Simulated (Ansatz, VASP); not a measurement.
LaAgGe2 in VASP and in Ansatz

INCAR

```
ALGO = Normal
EDIFF = 1E-7
ENCUT = 520
GGA = PE
ISIF = 2
ISMEAR = 1
IVDW = 12
LASPH = True
LCHARG = False
LREAL = False
LWAVE = False
NBANDS = 60
NELM = 100
PREC = Accurate
SIGMA = 0.1432
```

KPOINTS

```
k-points
0
Gamma
  5 5 2
```

POSCAR

```
LaAgGe2
1.0
    3.9978920000      0.0000000000      0.0000000000
    0.0000000000      3.9978920000      0.0000000000
    0.0000000000      0.0000000000      9.8933830000
Ag La Ge
2 2 4
Direct
    0.7500000000      0.2500000000      0.0000000000
    0.2500000000      0.7500000000      0.0000000000
    0.2500000000      0.2500000000      0.7651000000
    0.7500000000      0.7500000000      0.2349000000
    0.2500000000      0.2500000000      0.3220000000
    0.7500000000      0.7500000000      0.6780000000
    0.7500000000      0.2500000000      0.5000000000
    0.2500000000      0.7500000000      0.5000000000
```

Input for Ansatz:

```yaml
crystal:
  lattice:
    - [3.997892, 0.0, 0.0]
    - [0.0, 3.997892, 0.0]
    - [0.0, 0.0, 9.893383]
  atoms:
    - { symbol: Ag, position: [0.75, 0.25, 0.0] }
    - { symbol: Ag, position: [0.25, 0.75, 0.0] }
    - { symbol: La, position: [0.25, 0.25, 0.7651] }
    - { symbol: La, position: [0.75, 0.75, 0.2349] }
    - { symbol: Ge, position: [0.25, 0.25, 0.322] }
    - { symbol: Ge, position: [0.75, 0.75, 0.678] }
    - { symbol: Ge, position: [0.75, 0.25, 0.5] }
    - { symbol: Ge, position: [0.25, 0.75, 0.5] }
  symmetry: { tolerance: 0.0003 }
kpoints:
  mp_grid: { grid: [5, 5, 2], shift: [0, 0, 0] }
magnetization:
  spin_polarized: false
scf:
  occupations: { method: cold, width: 0.1432 }
  algorithm: direct_min
hamiltonian:
  pseudopotentials: { kind: paw }
  xc: pbe
  dispersion: d3bj
basis:
  ecutwfc: 420
output:
  forces: true
  stress: true
  eigenvalues: true
```

Alike in both runs: task single point; functional PBE; dispersion D3(BJ); k mesh 5 × 5 × 2; no spin polarisation.

```csv
,VASP,Ansatz
version,VASP 6.6.1,Ansatz 0.2.0
potentials or method,"VASP PAW PBE potentials, release 64 (Ag, La, Ge_d), cutoff 520 eV",PAW plane waves
occupations,"methfessel-paxton of order 1, width 0.1432 eV","cold, width 0.1432 eV"
valence electrons in the cell,100,116
```

VASP gave:

| Property | Result |
| --- | --- |
| gap on the k mesh at the Fermi level (eV) | none |
| pressure (GPa) | 11.1 |
| traceless stress, the component that is largest in VASP (GPa) | -1.22 |
| rms of the force components (eV/Å) | 0.294 |

What did Ansatz give for the same quantities?

gap on the k mesh at the Fermi level (eV): none; pressure (GPa): 11.1; traceless stress, the component that is largest in VASP (GPa): -1.14; rms of the force components (eV/Å): 0.291.

Atom by atom the forces differ by 0.010 eV/Å (rms over components). A gap of «none» marks a metal or a gap that the smearing closes. VASP's potentials hold 100 valence electrons a cell and Ansatz's 116, so a difference there can come from the potentials and not from the codes.

Neither program's run includes spin-orbit coupling.
